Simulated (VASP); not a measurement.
Crystal: Pb.

```
Pb
1.0
     0.00000    2.46796    2.46796
     2.46796    0.00000    2.46796
     2.46796    2.46796    0.00000
Pb
1
Direct
  0.00000 0.00000 0.00000
```

Base run:

| Item | Value |
| --- | --- |
| Program | VASP 6.6.1 |
| Functional | PBE |
| Potentials or basis | VASP PAW PBE potentials, release 64 (Pb_d) |
| Cutoff | 500 eV |
| k mesh | 11 × 11 × 11 |
| Occupations | fermi-dirac, width 0.05 eV |
| Spin | no spin polarisation |

Its results: band gap on the k mesh zero (band 7 reaches 14.86 eV, above the bottom of band 8 at 5.91 eV); pressure 2.6 GPa.

Problem. After a change of settings the same cell gave: band gap on the k mesh zero (band 7 reaches 14.52 eV, above the bottom of band 8 at 5.64 eV); pressure -1.8 GPa. Which change was it?
A. functional from PBE to r2SCAN; cutoff from 500 eV to 520 eV; further incar settings from ALGO = Normal; EDIFF = 1e-06; NBANDS = 13 to ALGO = Normal; EDIFF = 1e-07; NBANDS = 13
B. functional from PBE to PBEsol; cutoff from 500 eV to 520 eV; further incar settings from ALGO = Normal; EDIFF = 1e-06; NBANDS = 13 to ALGO = Normal; EDIFF = 1e-07; NBANDS = 13
C. functional from PBE to LDA; potentials or basis from VASP PAW PBE potentials, release 64 (Pb_d) to VASP PAW LDA potentials, release 64 (Pb_d)

Solution. C.

Caveats: spin-orbit coupling is left out, which moves the levels of the heavy elements.
